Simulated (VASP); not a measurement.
Set up this calculation in VASP 6.6.1, as the native input.

```
Task                   : single point
Functional             : PBE
Potentials or basis    : VASP PAW PBE potentials, release 64 (Sn_d, Se)
Cutoff                 : 520 eV
k mesh                 : 6 × 6 × 2
Occupations            : gaussian, width 0.01 eV
Spin                   : no spin polarisation
Dipole correction      : no
Further INCAR settings : ALGO = Normal; EDIFF = 1e-06; NBANDS = 20
```

The structure of SnSe2 lies in POSCAR:

```
SnSe2
1.0
    3.8251638404      0.0000000000      0.0000000000
   -1.9125819202      3.3126890594      0.0000000000
    0.0000000000      0.0000000000      6.2270561301
Sn Se
1 2
Direct
    0.0000000000      0.0000000000      0.0000000000
    0.3333333333      0.6666666667      0.2530760434
    0.6666666667      0.3333333333      0.7469239566
```

These files were run (other wordings do the same):

INCAR

```
SYSTEM = SnSe2
ALGO     = Normal         ! electronic algorithm
EDIFF    = 1E-6           ! SCF threshold, eV
ENCUT    = 520            ! plane-wave cutoff, eV
GGA      = PE             ! functional
ISIF     = 2              ! what is computed and relaxed
ISMEAR   = 0              ! smearing method
LASPH    = .True.         ! aspherical terms in the spheres
LCHARG   = .True.         ! write CHGCAR
LELF     = .True.         ! ELF
LREAL    = .False.        ! projectors in reciprocal space
LVHAR    = .True.       
LWAVE    = .False.        ! write WAVECAR
NBANDS   = 20             ! bands
NELM     = 100            ! most SCF steps
PREC     = Accurate       ! precision mode
SIGMA    = 0.01           ! smearing width, eV
```

KPOINTS

```
k-points
0
Gamma
  6 6 2
  0 0 0
```

Potentials or basis: VASP PAW PBE potentials, release 64 (Sn_d, Se).

Command:

```console
$ cat potpaw_PBE.64/Sn_d/POTCAR potpaw_PBE.64/Se/POTCAR > POTCAR
$ mpirun -np 1 vasp_std > vasp.out
```

It gave:

```yaml
Pressure: 3.0 GPa
Largest_force: 0.263 eV/Å
Band_gap_on_the_k_mesh: 0.79 eV, indirect (least direct gap 1.12 eV)
```

Caveat: the k points lie up to 0.50 Å⁻¹ apart; spin-orbit coupling is left out, which moves the levels of the heavy elements; this functional lacks dispersion, which binds the layers, so the pressure and a relaxed spacing across them are unreliable.

Wall time 28 s on 1 thread of AMD EPYC 7R43 64-Core Processor (Zen 3), on a shared host, peak memory 0.15 GiB.
